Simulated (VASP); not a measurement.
# Mo3W (Fm-3m) in VASP: further runs, part 2 of 2

VASP 6.6.1. Earlier steps stand in the parts before.

## Step 3: Single point, PBE

This run uses another cell than the first one, of 15.87 Å³/atom.

INCAR

```
PREC = Accurate ; ENCUT = 520
EDIFF = 1E-6 ; ISMEAR = 0
SIGMA = 0.1 ; LREAL = False
LASPH = True ; NELM = 100
ALGO = Fast ; ISIF = 2
LWAVE = False ; LCHARG = False
GGA = PE ; NBANDS = 36
```

KPOINTS

```
Automatic mesh
0
Gamma
  12 12 12
```

POSCAR

```
Mo3W
1.0
    0.0000000000      3.1659870310      3.1659870310
    3.1659870310      0.0000000000      3.1659870310
    3.1659870310      3.1659870310      0.0000000000
Mo W
3 1
Direct
    0.7500000000      0.7500000000      0.7500000000
    0.2500000000      0.2500000000      0.2500000000
    0.0000000000      0.0000000000      0.0000000000
    0.5000000000      0.5000000000      0.5000000000
```

Potentials or basis: VASP PAW PBE potentials, release 64 (Mo_sv, W_sv).

The run is started by

```console
$ cat potpaw_PBE.64/Mo_sv/POTCAR potpaw_PBE.64/W_sv/POTCAR > POTCAR
$ mpirun -np 1 vasp_std > vasp.out
```

OUTCAR:

```text
PREC = Accurate
   ENCUT = 520
   EDIFF = 1E-6
   ISMEAR = 0
   LREAL = False
   LASPH = True
   NELM = 100
   ISIF = 2
   GGA = PE

 ion  position               nearest neighbor table
   1  0.750  0.750  0.750-   4 2.74   4 2.74   4 2.74   3 2.74   4 2.74   3 2.74   3 2.74   3 2.74
                             2 3.17   2 3.17   2 3.17   2 3.17   2 3.17   2 3.17
   2  0.250  0.250  0.250-   3 2.74   3 2.74   3 2.74   3 2.74   4 2.74   4 2.74   4 2.74   4 2.74
                             1 3.17   1 3.17   1 3.17   1 3.17   1 3.17   1 3.17
   3  0.000  0.000  0.000-   1 2.74   1 2.74   1 2.74   1 2.74   2 2.74   2 2.74   2 2.74   2 2.74
                             4 3.17   4 3.17   4 3.17   4 3.17   4 3.17   4 3.17
   4  0.500  0.500  0.500-   2 2.74   2 2.74   2 2.74   1 2.74   2 2.74   1 2.74   1 2.74   1 2.74
                             3 3.17   3 3.17   3 3.17   3 3.17   3 3.17   3 3.17

  LATTYP: Found a face centered cubic cell.
 ALAT       =     6.3319740620

  Lattice vectors:

 A1 = (   0.0000000000,   3.1659870310,   3.1659870310)
 A2 = (   3.1659870310,   0.0000000000,   3.1659870310)
 A3 = (   3.1659870310,   3.1659870310,   0.0000000000)

Analysis of symmetry for initial positions (statically):
=====================================================================
 Subroutine PRICEL returns:
 Original cell was already a primitive cell.

 Routine SETGRP: Setting up the symmetry group for a
 face centered cubic supercell.

 Subroutine GETGRP returns: Found 48 space group operations
 (whereof 48 operations were pure point group operations)
 out of a pool of 48 trial point group operations.

The static configuration has the point symmetry O_h .

Analysis of symmetry for dynamics (positions and initial velocities):
=====================================================================
 Subroutine PRICEL returns:
 Original cell was already a primitive cell.

 Routine SETGRP: Setting up the symmetry group for a
 face centered cubic supercell.

 Subroutine GETGRP returns: Found 48 space group operations
 (whereof 48 operations were pure point group operations)
 out of a pool of 48 trial point group operations.

The dynamic configuration has the point symmetry O_h .
[... 127 lines left out ...]
   LORBIT       =      0    0 simple, 1 ext, 2 COOP (PROOUT), +10 PAW based schemes
   GGA     = PE    functional components
   LHFCALC =     F    Hartree Fock is set to
   AEXX    =    0.0000 exact exchange contribution
   IVDW    =     0    specifies the selected vdW correction
   LEPSILON=     F    determine dielectric tensor
   LRPA    =     F    only Hartree local field effects (RPA)
 non-spin polarized calculation
 RMM-DIIS sequential band-by-band and
 Gauss-broadening in eV      SIGMA  =   0.10
  energy-cutoff  :      520.00
  volume of cell :       63.47
 maximum number of plane-waves:      1731
 NGX is ok and might be reduce to    36

 number of electron      56.0000006 magnetization

 Free energy of the ion-electron system (eV)
  ---------------------------------------------------
  ext. energy  EPLUGINS =         0.00000000
  ---------------------------------------------------
  free energy    TOTEN  =       -45.78601194 eV

  energy without entropy =      -45.77643785  energy(sigma->0) =      -45.78122489

 E-fermi :  12.1240     XC(G=0): -13.3902

 val. band max:       12.1057911894   @ k =   0.4167   0.4167   0.0000
 cond. band min:      12.1294753122   @ k =  -0.4167   0.4167   0.0833
 fundamental gap:      0.0236841228
 Fermi energy:        12.1239720285

 k-point     1 :       0.0000    0.0000    0.0000
  band No.  band energies     occupation
      1     -61.9588      2.00000
      2     -49.1103      2.00000
      3     -48.8410      2.00000
      4     -48.7910      2.00000
      5     -26.2062      2.00000
      6     -26.2062      2.00000
[... 925 lines left out ...]
     35      14.8530      0.00000
     36      14.9853      0.00000

 [... further k-points ...]

------------------------ aborting loop because EDIFF is reached ----------------------------------------

  FORCE on cell =-STRESS in cart. coord.  units (eV):
  Direction    XX          YY          ZZ          XY          YZ          ZX
  --------------------------------------------------------------------------------------
  -------------------------------------------------------------------------------------
  Total        0.2110316      0.2110316      0.2110316      0.0000000      0.0000000     -0.0000000
  in kB        5.3272199      5.3272199      5.3272199      0.0000000      0.0000000     -0.0000000
  external PRESSURE =       5.3272199 kB  Pullay stress =       0.0000000 kB

 VOLUME and BASIS-vectors are now :
 -----------------------------------------------------------------------------
  energy-cutoff  :      520.00
  volume of cell :       63.47
      direct lattice vectors                 reciprocal lattice vectors
     0.000000000  3.165987031  3.165987031    -0.157928632  0.157928632  0.157928632
     3.165987031  0.000000000  3.165987031     0.157928632 -0.157928632  0.157928632
     3.165987031  3.165987031  0.000000000     0.157928632  0.157928632 -0.157928632

 POSITION                                       TOTAL-FORCE (eV/Angst)
 -----------------------------------------------------------------------------------
      4.74898      4.74898      4.74898         0.000000      0.000000      0.000000
      1.58299      1.58299      1.58299        -0.000000     -0.000000     -0.000000
      0.00000      0.00000      0.00000        -0.000000      0.000000     -0.000000
      3.16599      3.16599      3.16599        -0.000000      0.000000     -0.000000
 -----------------------------------------------------------------------------------
    total drift:                                0.000000      0.000000      0.000000

  FREE ENERGIE OF THE ION-ELECTRON SYSTEM (eV)
  ---------------------------------------------------
  free  energy   TOTEN  =       -45.7860119404 eV

  energy  without entropy=      -45.7764378451  energy(sigma->0) =      -45.78122489
```

OSZICAR:

```text
N       E                     dE             d eps       ncg     rms          rms(c)
DAV:   1     0.690282877547E+03    0.69028E+03   -0.33253E+04  5184   0.169E+03
DAV:   2    -0.171533872879E+02   -0.70744E+03   -0.69212E+03  5588   0.539E+02
DAV:   3    -0.478324173755E+02   -0.30679E+02   -0.29755E+02  6404   0.108E+02
DAV:   4    -0.484164154675E+02   -0.58400E+00   -0.57845E+00  6096   0.138E+01
DAV:   5    -0.484242661354E+02   -0.78507E-02   -0.78408E-02  6040   0.162E+00    0.320E+01
RMM:   6    -0.461460697385E+02    0.22782E+01   -0.43451E+00  5215   0.129E+01    0.109E+01
RMM:   7    -0.457992660146E+02    0.34680E+00   -0.24069E+00  5450   0.800E+00    0.210E+00
RMM:   8    -0.457918284503E+02    0.74376E-02   -0.28726E-01  6644   0.229E+00    0.157E+00
RMM:   9    -0.457898140899E+02    0.20144E-02   -0.64137E-02  6345   0.126E+00    0.733E-01
RMM:  10    -0.457857168833E+02    0.40972E-02   -0.16437E-02  6619   0.657E-01    0.198E-01
RMM:  11    -0.457859644101E+02   -0.24753E-03   -0.45606E-03  7048   0.304E-01    0.417E-02
RMM:  12    -0.457860044333E+02   -0.40023E-04   -0.65719E-04  7471   0.114E-01    0.173E-02
RMM:  13    -0.457860117997E+02   -0.73664E-05   -0.99096E-05  7572   0.388E-02    0.815E-03
RMM:  14    -0.457860105089E+02    0.12908E-05   -0.13239E-05  5555   0.158E-02    0.472E-03
RMM:  15    -0.457860118926E+02   -0.13837E-05   -0.39324E-06  4593   0.735E-03    0.101E-03
RMM:  16    -0.457860119404E+02   -0.47837E-07   -0.91991E-07  4100   0.365E-03
   1 F= -.45786012E+02 E0= -.45781225E+02  d E =-.957410E-02
```

Wall time 3.1 min (1 thread of Intel Xeon Platinum 8259CL at 2.50GHz (Skylake/Cascade Lake), shared host); peak memory 0.3 GiB.

Results:

* Free energy: -45.7860 eV
* Pressure: 0.5 GPa
* Band gap on the k mesh: zero (bands 28 and 29 overlap by 0.35 eV)

Levels at points of the mesh, in eV from the Fermi level:
```
           k point  band 24  band 25  band 26  band 27  band 28  band 29  band 30  band 31  band 32  band 33
(0.00, 0.00, 0.00)    -2.64    -2.64    -1.31    -1.31    -1.31     1.70     1.70     2.41     2.41     2.90
(0.50, 0.00, 0.00)    -2.87    -2.79    -2.79    -2.76    -2.76     1.62     1.62     2.01     2.01     2.16
(0.50, 0.50, 0.00)    -2.63    -0.66    -0.66    -0.52    -0.52     0.85     1.05     1.35     1.35     1.69
```

Caveat: spin-orbit coupling is left out, which moves the levels of the heavy elements.

## Step 4: Single point, PBE, collinear spin

This run uses another cell than the first one, of 15.87 Å³/atom.

INCAR

```
ALGO = Normal
EDIFF = 1E-6
ENCUT = 520
GGA = PE
ISIF = 2
ISMEAR = 0
ISPIN = 2
LASPH = True
LCHARG = False
LMAXMIX = 4
LORBIT = 11
LREAL = False
LWAVE = False
MAGMOM = 1 1 1 0
NBANDS = 40
NELM = 150
PREC = Accurate
SIGMA = 0.1
```

KPOINTS

```
k-points
0
Gamma
  6 6 6
```

POSCAR is that of step 3.

Potentials or basis: VASP PAW PBE potentials, release 64 (Mo_sv, W_sv).

The run is started by

```console
$ cat potpaw_PBE.64/Mo_sv/POTCAR potpaw_PBE.64/W_sv/POTCAR > POTCAR
$ mpirun -np 1 vasp_std > vasp.out
```

OUTCAR:

```text
EDIFF = 1E-6
   ENCUT = 520
   GGA = PE
   ISIF = 2
   ISMEAR = 0
   ISPIN = 2
   LASPH = True
   LORBIT = 11
   LREAL = False
   NELM = 150
   PREC = Accurate

 ion  position               nearest neighbor table
   1  0.750  0.750  0.750-   4 2.74   4 2.74   4 2.74   3 2.74   4 2.74   3 2.74   3 2.74   3 2.74
                             2 3.17   2 3.17   2 3.17   2 3.17   2 3.17   2 3.17
   2  0.250  0.250  0.250-   3 2.74   3 2.74   3 2.74   3 2.74   4 2.74   4 2.74   4 2.74   4 2.74
                             1 3.17   1 3.17   1 3.17   1 3.17   1 3.17   1 3.17
   3  0.000  0.000  0.000-   1 2.74   1 2.74   1 2.74   1 2.74   2 2.74   2 2.74   2 2.74   2 2.74
                             4 3.17   4 3.17   4 3.17   4 3.17   4 3.17   4 3.17
   4  0.500  0.500  0.500-   2 2.74   2 2.74   2 2.74   1 2.74   2 2.74   1 2.74   1 2.74   1 2.74
                             3 3.17   3 3.17   3 3.17   3 3.17   3 3.17   3 3.17

  LATTYP: Found a face centered cubic cell.
 ALAT       =     6.3319740620

  Lattice vectors:

 A1 = (   0.0000000000,   3.1659870310,   3.1659870310)
 A2 = (   3.1659870310,   0.0000000000,   3.1659870310)
 A3 = (   3.1659870310,   3.1659870310,   0.0000000000)

Analysis of symmetry for initial positions (statically):
=====================================================================
 Subroutine PRICEL returns:
 Original cell was already a primitive cell.

 Routine SETGRP: Setting up the symmetry group for a
 face centered cubic supercell.

 Subroutine GETGRP returns: Found 48 space group operations
 (whereof 48 operations were pure point group operations)
 out of a pool of 48 trial point group operations.

The static configuration has the point symmetry O_h .

Analysis of symmetry for dynamics (positions and initial velocities):
=====================================================================
 Subroutine PRICEL returns:
 Original cell was already a primitive cell.

 Routine SETGRP: Setting up the symmetry group for a
[... 164 lines left out ...]
  energy without entropy =      -45.75656974  energy(sigma->0) =      -45.76513811

 E-fermi :  12.2268     XC(G=0): -13.3893

 val. band max:       12.1884523137   @ k =   0.3333   0.1667   0.0000
 cond. band min:      12.2649699793   @ k =   0.3333   0.3333   0.0000
 fundamental gap:      0.0765176656
 Fermi energy:        12.2267729848

 spin component 1

 k-point     1 :       0.0000    0.0000    0.0000
  band No.  band energies     occupation
      1     -61.9598      1.00000
      2     -49.1089      1.00000
      3     -48.8248      1.00000
      4     -48.7817      1.00000
      5     -26.2072      1.00000
      6     -26.2072      1.00000
[... 677 lines left out ...]
     39      16.3687      0.00000
     40      16.3931      0.00000
 Fermi energy:        12.2267729848

 spin component 2

 k-point     1 :       0.0000    0.0000    0.0000
  band No.  band energies     occupation
      1     -61.9598      1.00000
      2     -49.1088      1.00000
      3     -48.8247      1.00000
      4     -48.7816      1.00000
      5     -26.2072      1.00000
      6     -26.2072      1.00000
[... 677 lines left out ...]
     39      16.3687      0.00000
     40      16.3932      0.00000

------------------------ aborting loop because EDIFF is reached ----------------------------------------

  FORCE on cell =-STRESS in cart. coord.  units (eV):
  Direction    XX          YY          ZZ          XY          YZ          ZX
  --------------------------------------------------------------------------------------
  -------------------------------------------------------------------------------------
  Total        0.2008252      0.2008252      0.2008252     -0.0000000     -0.0000000      0.0000000
  in kB        5.0695744      5.0695744      5.0695744     -0.0000000     -0.0000000      0.0000000
  external PRESSURE =       5.0695744 kB  Pullay stress =       0.0000000 kB

 VOLUME and BASIS-vectors are now :
 -----------------------------------------------------------------------------
  energy-cutoff  :      520.00
  volume of cell :       63.47
      direct lattice vectors                 reciprocal lattice vectors
     0.000000000  3.165987031  3.165987031    -0.157928632  0.157928632  0.157928632
     3.165987031  0.000000000  3.165987031     0.157928632 -0.157928632  0.157928632
     3.165987031  3.165987031  0.000000000     0.157928632  0.157928632 -0.157928632

 POSITION                                       TOTAL-FORCE (eV/Angst)
 -----------------------------------------------------------------------------------
      4.74898      4.74898      4.74898        -0.000000     -0.000000     -0.000000
      1.58299      1.58299      1.58299         0.000000      0.000000      0.000000
      0.00000      0.00000      0.00000         0.000000     -0.000000     -0.000000
      3.16599      3.16599      3.16599         0.000000     -0.000000     -0.000000
 -----------------------------------------------------------------------------------
    total drift:                                0.000000      0.000000      0.000000

  FREE ENERGIE OF THE ION-ELECTRON SYSTEM (eV)
  ---------------------------------------------------
  free  energy   TOTEN  =       -45.7737064679 eV

  energy  without entropy=      -45.7565697442  energy(sigma->0) =      -45.76513811

 total charge

# of ion       s       p       d       tot
------------------------------------------
    1        2.370   6.209   3.930  12.509
    2        2.370   6.209   3.930  12.509
    3        2.372   6.203   3.880  12.456
    4        2.420   6.309   3.301  12.029
--------------------------------------------------
tot          9.531  24.931  15.040  49.503

 magnetization (x)

# of ion       s       p       d       tot
------------------------------------------
    1        0.000   0.000   0.000   0.000
    2        0.000   0.000   0.000   0.000
    3       -0.000   0.000  -0.000  -0.000
    4       -0.000   0.000  -0.000  -0.000
--------------------------------------------------
tot          0.000   0.000   0.000   0.000
```

Run time: 84 s. Hardware: 1 thread of Intel Xeon Platinum 8259CL at 2.50GHz (Skylake/Cascade Lake), shared host; peak memory 0.27 GiB.

Results:

- Free energy: -45.7737 eV
- Pressure: 0.5 GPa
- Band gap on the k mesh: zero (filled and empty bands touch)
- Net moment: 0.00 μB per cell
- Valence electrons inside the program's atomic spheres: Mo 12.51, 12.46 (each value once); W 12.03

Levels at points of the mesh, in eV from the Fermi level:
Spin up:
```tsv
k point	band 24	band 25	band 26	band 27	band 28	band 29	band 30	band 31	band 32	band 33
(0.00, 0.00, 0.00)	-2.74	-2.74	-1.41	-1.41	-1.41	1.60	1.60	2.32	2.32	2.79
(0.50, 0.00, 0.00)	-2.97	-2.89	-2.89	-2.86	-2.86	1.52	1.52	1.91	1.91	2.06
(0.50, 0.50, 0.00)	-2.73	-0.76	-0.76	-0.63	-0.63	0.76	0.94	1.24	1.24	1.59
```
Spin down:
```tsv
k point	band 25	band 26	band 27	band 28	band 29	band 30	band 31	band 32
(0.00, 0.00, 0.00)	-2.74	-1.41	-1.41	-1.41	1.60	1.60	2.32	2.32
(0.50, 0.00, 0.00)	-2.89	-2.89	-2.86	-2.86	1.52	1.52	1.91	1.91
(0.50, 0.50, 0.00)	-0.76	-0.76	-0.63	-0.63	0.76	0.94	1.24	1.24
```

Caveat: spin-orbit coupling is left out, which moves the levels of the heavy elements.

## Step 5: Single point, PBE

This run uses another cell than the first one: it holds 8 atoms, not 4.

INCAR

```
PREC = Accurate
ENCUT = 520
EDIFF = 1E-7
ISMEAR = 0
SIGMA = 0.2
LREAL = False
LASPH = True
NELM = 60
ALGO = Fast
ISIF = 2
LWAVE = False
LCHARG = False
GGA = PE
NBANDS = 66
```

KPOINTS

```
Automatic mesh
0
Gamma
  6 6 6
```

POSCAR

```
Mo3W
1.0
    0.0000000000      3.1659870310      3.1659870310
    3.1659870310      3.1659870310      0.0000000000
   -3.1659870310      6.3319740620     -3.1659870310
Mo W
6 2
Direct
    0.1250000000      0.1250000000      0.6250000000
    0.6250000000      0.6250000000      0.1250000000
    0.3750000000      0.3750000000      0.8750000000
    0.8750000000      0.8750000000      0.3750000000
    0.0000000000      0.0000000000      0.0000000000
    0.5000000000      0.5000000000      0.5000000000
    0.7500000000      0.7500000000      0.7500000000
    0.2500000000      0.2500000000      0.2500000000
```

The run is started by

```console
$ cat potpaw_PBE.64/Mo_sv/POTCAR potpaw_PBE.64/W_sv/POTCAR > POTCAR
$ mpirun -np 1 vasp_std > vasp.out
```

Wall time 6.4 min (1 thread of Intel Xeon Platinum 8259CL at 2.50GHz (Skylake/Cascade Lake), shared host); peak memory 0.37 GiB.

The run converged, but its numbers aren't listed here, since they failed a check.

Caveat: the result breaks the symmetry of the cell; spin-orbit coupling is left out, which moves the levels of the heavy elements.

## Step 6: Overview

```csv
task,spin,cell,k mesh,cutoff (eV),gap on the mesh (eV),pressure (GPa)
relaxation of cell and atoms,off,"relaxed from a = 4.481 Å, angles 60.0°, 4 atoms",6 × 6 × 6,600,none,-0.2
single point,off,"a = 4.477 Å, angles 60.0°, 4 atoms",12 × 12 × 12,520,none,0.5
single point,collinear,"a = 4.477 Å, angles 60.0°, 4 atoms",6 × 6 × 6,520,none,0.5
```

Alike in all rows: level PBE; potentials or basis VASP PAW PBE potentials, release 64 (Mo_sv, W_sv); smearing gaussian 0.1 eV.

Caveats: spin-orbit coupling is left out, which moves the levels of the heavy elements; the relaxation stopped at its first step, so nothing moved (at least some runs).

Total energies depend on the potentials used, so only differences within one code and one set of settings carry meaning.

The gap in the log of VASP goes by the Fermi energy; the results here count the filled bands.